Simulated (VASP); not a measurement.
Set up this calculation in VASP 6.6.1, as the native input.

| Property | Result |
| --- | --- |
| Task | single point |
| Functional | PBEsol |
| Potentials or basis | VASP PAW PBE potentials, release 64 (Sn_d, O) |
| Cutoff | 520 eV |
| k mesh | 4 × 4 × 6 |
| Occupations | gaussian, width 0.01 eV |
| Spin | no spin polarisation |
| Dipole correction | no |
| Further INCAR settings | ALGO = Normal; EDIFF = 1e-06; NBANDS = 35 |

The structure of SnO2 lies in POSCAR:

```
SnO2
1.0
    4.8819102722      0.0000000000      0.0000000000
    0.0000000000      4.9620294086      0.0000000000
    0.0000000000      0.0000000000      3.3044611570
Sn O
2 4
Direct
    0.5000000000      0.5000000000      0.5000000000
    0.0000000000      0.0000000000      0.0000000000
    0.2918550000      0.3210420000      0.0000000000
    0.7918550000      0.1789580000      0.5000000000
    0.2081450000      0.8210420000      0.5000000000
    0.7081450000      0.6789580000      0.0000000000
```

These files were run (other wordings do the same):

INCAR

```
SYSTEM = SnO2
PREC = Accurate ; ENCUT = 520
EDIFF = 1E-6 ; ISMEAR = 0
SIGMA = 0.01 ; LREAL = .False.
LASPH = .True. ; NELM = 100
ALGO = Normal ; ISIF = 2
LWAVE = .False. ; LCHARG = .False.
GGA = PS ; NBANDS = 35
```

KPOINTS

```
regular mesh
0
Gamma
  4 4 6
  0 0 0
```

Potentials or basis: VASP PAW PBE potentials, release 64 (Sn_d, O).

Command:

```bash
$ cat potpaw_PBE.64/Sn_d/POTCAR potpaw_PBE.64/O/POTCAR > POTCAR
$ mpirun -np 1 vasp_std > vasp.out
```

Results of the run:

```yaml
Pressure: -14.2 GPa
Largest_force: 0.266 eV/Å
Band_gap_on_the_k_mesh: 0.38 eV, indirect (least direct gap 0.42 eV)
```

Caveat: the PAW data sets were made with another functional, which shifts forces and pressure a little; spin-orbit coupling is left out, which moves the levels of the heavy elements.

Run time: 43 s on 1 thread of Intel(R) Xeon(R) 6975P-C (Granite Rapids), with other jobs on the host, peak memory 0.23 GiB.
